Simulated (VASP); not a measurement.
# Zr (P6_3/mmc) in VASP: notebook, part 2 of 2

VASP 6.6.1.

**5. Relaxation of cell and atoms, LDA**

This run uses another cell than the first one, of 21.80 Å³/atom.

File INCAR:

```
SYSTEM = Zr
PREC = Accurate
ENCUT = 600
EDIFF = 1E-6
ISMEAR = -1
SIGMA = 0.15
LREAL = .False.
LASPH = .True.
NELM = 80
ALGO = Normal
ISIF = 3
LWAVE = .False.
LCHARG = .False.
GGA = CA
IBRION = 2
NSW = 80
EDIFFG = -0.001
```

File KPOINTS:

```
regular mesh
0
Gamma
  12 12 8
  0 0 0
```

File POSCAR:

```
Zr
1.0
    3.1539189167      0.0000000028      0.0000000000
   -1.5769594608      2.7313739019      0.0000000000
    0.0000000000      0.0000000000      5.0620693064
Zr
2
Direct
    0.3333333333      0.6666666667      0.2500000000
    0.6666666667      0.3333333333      0.7500000000
```

Potentials or basis: VASP PAW LDA potentials, release 64 (Zr_sv).

Launch:

```bash
$ cat potpaw_LDA.64/Zr_sv/POTCAR > POTCAR
$ mpirun -np 1 vasp_std > vasp.out
```

OUTCAR:

```text
SYSTEM = Zr
   PREC = Accurate
   ENCUT = 600
   EDIFF = 1E-6
   ISMEAR = -1
   LREAL = .False.
   LASPH = .True.
   NELM = 80
   ISIF = 3
   GGA = CA
   IBRION = 2
   NSW = 80
   EDIFFG = -0.001

 ion  position               nearest neighbor table
   1  0.333  0.667  0.250-   2 3.12   2 3.12   2 3.12   2 3.12   2 3.12   2 3.12
   2  0.667  0.333  0.750-   1 3.12   1 3.12   1 3.12   1 3.12   1 3.12   1 3.12

  LATTYP: Found a hexagonal cell.
 ALAT       =     3.1539189167
 C/A-ratio  =     1.6050093360

  Lattice vectors:

 A1 = (   3.1539189167,   0.0000000028,   0.0000000000)
 A2 = (  -1.5769594608,   2.7313739019,   0.0000000000)
 A3 = (   0.0000000000,   0.0000000000,   5.0620693064)

Analysis of symmetry for initial positions (statically):
=====================================================================
 Subroutine PRICEL returns:
 Original cell was already a primitive cell.

 Routine SETGRP: Setting up the symmetry group for a
 hexagonal supercell.

 Subroutine GETGRP returns: Found 24 space group operations
 (whereof 12 operations were pure point group operations)
 out of a pool of 24 trial point group operations.

The static configuration has the point symmetry D_3d.
[... 269 lines left out ...]

[... ionic steps 4 to 36 ...]

--------------------------------------- Ionic step       37  -------------------------------------------

 number of electron      24.0000000 magnetization

------------------------ aborting loop because EDIFF is reached ----------------------------------------
[... 67 lines left out ...]
--------------------------------------- Ionic step       39  -------------------------------------------

 number of electron      24.0000000 magnetization

 Free energy of the ion-electron system (eV)
  ---------------------------------------------------
  ext. energy  EPLUGINS =         0.00000000
  ---------------------------------------------------
  free energy    TOTEN  =       -18.66240205 eV

  energy without entropy =      -18.49553402  energy(sigma->0) =      -18.57896803

 E-fermi :   9.4592     XC(G=0): -11.5878

 val. band max:        9.4579180160   @ k =   0.0833   0.0833   0.1250
 cond. band min:       9.4774386005   @ k =   0.0000   0.0000   0.5000
 fundamental gap:      0.0195205845
 Fermi energy:         9.4592223028

 k-point     1 :       0.0000    0.0000    0.0000
  band No.  band energies     occupation
      1     -38.9074      2.00000
      2     -38.7165      2.00000
      3     -17.6764      2.00000
      4     -16.6071      2.00000
      5     -16.6071      2.00000
      6     -16.4714      2.00000
[... 433 lines left out ...]
      3     -17.4040      2.00000
      4     -17.2176      2.00000
      5     -17.1346      2.00000
      6     -16.8024      2.00000
[... 8 lines left out ...]
     15      10.7354      0.00040
     16      13.1774      0.00000

 [... further k-points ...]

------------------------ aborting loop because EDIFF is reached ----------------------------------------

  FORCE on cell =-STRESS in cart. coord.  units (eV):
  Direction    XX          YY          ZZ          XY          YZ          ZX
  --------------------------------------------------------------------------------------
  -------------------------------------------------------------------------------------
  Total       -0.0007118     -0.0007118     -0.0001620      0.0000000     -0.0000000      0.0000000
  in kB       -0.0261103     -0.0261103     -0.0059417      0.0000000     -0.0000000      0.0000000
  external PRESSURE =      -0.0193874 kB  Pullay stress =       0.0000000 kB
[... 17 lines left out ...]
  FREE ENERGIE OF THE ION-ELECTRON SYSTEM (eV)
  ---------------------------------------------------
  free  energy   TOTEN  =       -18.6624020457 eV

  energy  without entropy=      -18.4955340231  energy(sigma->0) =      -18.57896803

 reached required accuracy - stopping structural energy minimisation
```

OSZICAR:

```text
N       E                     dE             d eps       ncg     rms          rms(c)
DAV:   1     0.239369042363E+03    0.23937E+03   -0.14676E+04  3040   0.167E+03
DAV:   2    -0.344948885660E+01   -0.24282E+03   -0.24031E+03  3800   0.443E+02
DAV:   3    -0.190327780218E+02   -0.15583E+02   -0.15426E+02  5760   0.860E+01
DAV:   4    -0.193413404705E+02   -0.30856E+00   -0.30838E+00  3320   0.133E+01
[... 201 lines left out ...]
DAV:   3    -0.186624026797E+02    0.25039E-06   -0.12276E-06  1728   0.946E-03
  38 F= -.18662403E+02 E0= -.18578969E+02  d E =0.347504E-07
       N       E                     dE             d eps       ncg     rms          rms(c)
DAV:   1    -0.186624077436E+02   -0.48136E-05   -0.21612E-04  3264   0.155E-01    0.210E-02
DAV:   2    -0.186624030138E+02    0.47298E-05   -0.13192E-05  3576   0.354E-02    0.657E-03
DAV:   3    -0.186624020457E+02    0.96808E-06   -0.50384E-06  3136   0.186E-02
  39 F= -.18662402E+02 E0= -.18578968E+02  d E =0.668745E-06
```

It took 17 min on 1 thread of Intel Xeon 8259CL, shared host; peak memory 0.21 GiB.

Results:

```yaml
Free_energy: -18.6624 eV
Relaxed_volume: 21.84 Å³/atom
Relaxed_cell: a = 3.142 Å, b = 3.142 Å, c = 5.109 Å, α = 90.00°, β = 90.00°, γ = 120.00°
Space_group_after_relaxing_to_0.1_Å: P6_3/mmc (No. 194)
Energy_gained_by_relaxing: 0.7 meV/atom
Ionic_steps: 39
Pressure_after_relaxing: 0.0 GPa
Band_gap_on_the_k_mesh: zero (bands 12 and 13 overlap by 1.14 eV)
```

Step by step:
| step | energy change (eV) | largest force (eV/Å) | pressure (GPa) | volume (Å³) |
| --- | --- | --- | --- | --- |
| 1 | 0.0000 | 0.0000 | 0.30 | 43.61 |
| 2 | -0.0009 | 0.0000 | -0.38 | 43.86 |
| 3 | -0.0009 | 0.0000 | -0.38 | 43.85 |
| 4 | -0.0013 | 0.0000 | 0.01 | 43.68 |
| 5 | -0.0013 | 0.0000 | 0.00 | 43.69 |
| 6 | -0.0013 | 0.0000 | -0.02 | 43.69 |
| 7 | -0.0013 | 0.0000 | -0.03 | 43.69 |
| 8 | -0.0013 | 0.0000 | -0.02 | 43.68 |
| 9 | -0.0013 | 0.0000 | 0.09 | 43.64 |
| 10 | -0.0013 | 0.0000 | 0.02 | 43.67 |
| 11 | -0.0013 | 0.0000 | 0.01 | 43.68 |
| 12 | -0.0013 | 0.0000 | 0.02 | 43.68 |
| 13 | -0.0013 | 0.0000 | 0.01 | 43.69 |
| 14 | -0.0013 | 0.0000 | -0.03 | 43.71 |
| 15 | -0.0013 | 0.0000 | -0.06 | 43.70 |
| 16 | -0.0013 | 0.0000 | -0.04 | 43.69 |
| 17 | -0.0013 | 0.0000 | -0.05 | 43.69 |
| 18 | -0.0013 | 0.0000 | -0.03 | 43.68 |
| 19 | -0.0013 | 0.0000 | 0.04 | 43.66 |
| 20 | -0.0013 | 0.0000 | 0.05 | 43.67 |
| 21 | -0.0013 | 0.0000 | 0.02 | 43.68 |
| 22 | -0.0013 | 0.0000 | 0.03 | 43.68 |
| 23 | -0.0013 | 0.0000 | 0.02 | 43.68 |
| 24 | -0.0013 | 0.0000 | 0.01 | 43.68 |
| 25 | -0.0013 | 0.0000 | 0.00 | 43.68 |
| 26 | -0.0013 | 0.0000 | 0.01 | 43.68 |
| 27 | -0.0013 | 0.0000 | -0.01 | 43.68 |
| 28 | -0.0013 | 0.0000 | -0.01 | 43.68 |
| 29 | -0.0013 | 0.0000 | -0.01 | 43.68 |
| 30 | -0.0013 | 0.0000 | -0.01 | 43.68 |
| 31 | -0.0013 | 0.0000 | -0.01 | 43.68 |
| 32 | -0.0013 | 0.0000 | -0.01 | 43.68 |
| 33 | -0.0013 | 0.0000 | -0.01 | 43.68 |
| 34 | -0.0013 | 0.0000 | -0.01 | 43.68 |
| 35 | -0.0013 | 0.0000 | -0.01 | 43.68 |
| 36 | -0.0013 | 0.0000 | -0.01 | 43.68 |
| 37 | -0.0013 | 0.0000 | -0.02 | 43.68 |
| 38 | -0.0013 | 0.0000 | -0.01 | 43.68 |
| 39 | -0.0013 | 0.0000 | 0.00 | 43.67 |

Final structure:
```yaml
crystal:
  lattice:
    - [3.14169, 0.00000, 0.00000]
    - [-1.57084, 2.72078, 0.00000]
    - [0.00000, 0.00000, 5.10944]
  atoms:
    - { symbol: Zr, position: [0.33333, 0.66667, 0.25000] }
    - { symbol: Zr, position: [0.66667, 0.33333, 0.75000] }
```

**6. Relaxation of cell and atoms, LDA**

File INCAR:

```
SYSTEM = Zr
ALGO = Fast
EDIFF = 1E-7
EDIFFG = -0.002
ENCUT = 600
GGA = CA
IBRION = 2
ISIF = 3
ISMEAR = 0
LASPH = .True.
LCHARG = .False.
LREAL = .False.
LWAVE = .False.
NELM = 100
NSW = 100
PREC = Accurate
SIGMA = 0.1
```

File KPOINTS:

```
k-points
0
Gamma
  12 12 8
  0 0 0
```

File POSCAR:

```
Zr
1.0
    3.2392314100      0.0000000000      0.0000000000
   -1.6196157100      2.8052566900      0.0000000000
    0.0000000000      0.0000000000      5.1722200000
Zr
2
Direct
    0.3333333300      0.6666666700      0.2500000000
    0.6666666700      0.3333333300      0.7500000000
```

Potentials or basis: VASP PAW LDA potentials, release 64 (Zr_sv).

Launch:

```bash
$ cat potpaw_LDA.64/Zr_sv/POTCAR > POTCAR
$ mpirun -np 1 vasp_std > vasp.out
```

It took 19 min on 1 thread of Intel Xeon 8259CL, shared host; peak memory 0.22 GiB.

Results (log left out):

```
Free energy                           : -18.5867 eV
Relaxed volume                        : 21.82 Å³/atom
Relaxed cell                          : a = 3.154 Å, b = 3.154 Å, c = 5.066 Å, α = 90.00°, β = 90.00°, γ = 120.00°
Space group after relaxing (to 0.1 Å) : P6_3/mmc (No. 194)
Energy gained by relaxing             : 37.5 meV/atom
Ionic steps                           : 9
Pressure after relaxing               : 0.0 GPa
Band gap on the k mesh                : zero (bands 12 and 13 overlap by 1.22 eV)
```

The path:
| step | energy change (eV) | largest force (eV/Å) | pressure (GPa) | volume (Å³) |
| --- | --- | --- | --- | --- |
| 1 | 0.0000 | 0.0000 | -6.79 | 47.00 |
| 2 | 0.0047 | 0.0000 | 8.61 | 40.55 |
| 3 | -0.0746 | 0.0000 | -0.11 | 43.70 |
| 4 | -0.0747 | 0.0000 | 0.05 | 43.63 |
| 5 | -0.0748 | 0.0000 | 0.04 | 43.63 |
| 6 | -0.0749 | 0.0000 | 0.03 | 43.62 |
| 7 | -0.0749 | 0.0000 | 0.04 | 43.62 |
| 8 | -0.0749 | 0.0000 | -0.07 | 43.65 |
| 9 | -0.0749 | 0.0000 | 0.01 | 43.64 |

Final structure:
```xyz
2
Lattice="3.1539 0.0000 0.0000 -1.5770 2.7314 0.0000 0.0000 0.0000 5.0656" Properties=species:S:1:pos:R:3 pbc="T T T"
Zr    0.0000    1.8209    1.2664
Zr    1.5770    0.9105    3.7992
```

Levels at points of the mesh, in eV from the Fermi level:
```tsv
k point	band 8	band 9	band 10	band 11	band 12	band 13	band 14	band 15	band 16
(0.00, 0.00, 0.00)	-25.99	-5.74	-3.22	0.85	0.85	0.93	1.45	1.59	1.59
(0.50, 0.00, 0.00)	-26.13	-2.81	-2.60	-2.35	0.02	0.53	0.80	1.52	5.31
(0.00, 0.00, 0.50)	-26.07	-3.97	-3.97	0.00	0.00	0.76	0.76	0.76	0.76
(0.50, 0.00, 0.50)	-26.28	-3.07	-3.07	-1.22	-1.22	1.95	1.95	2.34	2.34
```

**7. Summary**

| task | cell | k mesh | cutoff (eV) | smearing | gap on the mesh (eV) | pressure (GPa) | relaxed volume (Å³/atom) |
| --- | --- | --- | --- | --- | --- | --- | --- |
| single point | a = 3.239, b = 3.239, c = 5.172 Å, angles 90.0, 90.0, 120.0°, 2 atoms | 6 × 6 × 4 | 520 | gaussian 0.1 eV | none | -7.0 | - |
| single point | a = 3.154, b = 3.154, c = 5.062 Å, angles 90.0, 90.0, 120.0°, 2 atoms | 12 × 12 × 8 | 520 | gaussian 0.1 eV | none | 0.0 | - |
| single point | a = 3.142, b = 3.142, c = 5.106 Å, angles 90.0, 90.0, 120.0°, 2 atoms | 12 × 12 × 8 | 520 | fermi-dirac 0.15 eV | none | 0.0 | - |
| relaxation of cell and atoms | relaxed from a = 3.154, b = 3.154, c = 5.062 Å, angles 90.0, 90.0, 120.0°, 2 atoms | 12 × 12 × 8 | 600 | fermi-dirac 0.15 eV | none | 0.0 | 21.84 |
| relaxation of cell and atoms | relaxed from a = 3.239, b = 3.239, c = 5.172 Å, angles 90.0, 90.0, 120.0°, 2 atoms | 12 × 12 × 8 | 600 | gaussian 0.1 eV | none | 0.0 | 21.82 |

Alike in all rows: level LDA; potentials or basis VASP PAW LDA potentials, release 64 (Zr_sv); no spin polarisation.

Caveats: some runs use coarse meshes.

Total energies depend on the potentials used, so only differences within one code and one set of settings carry meaning.

The gap in the log of VASP goes by the Fermi energy; the results here count the filled bands.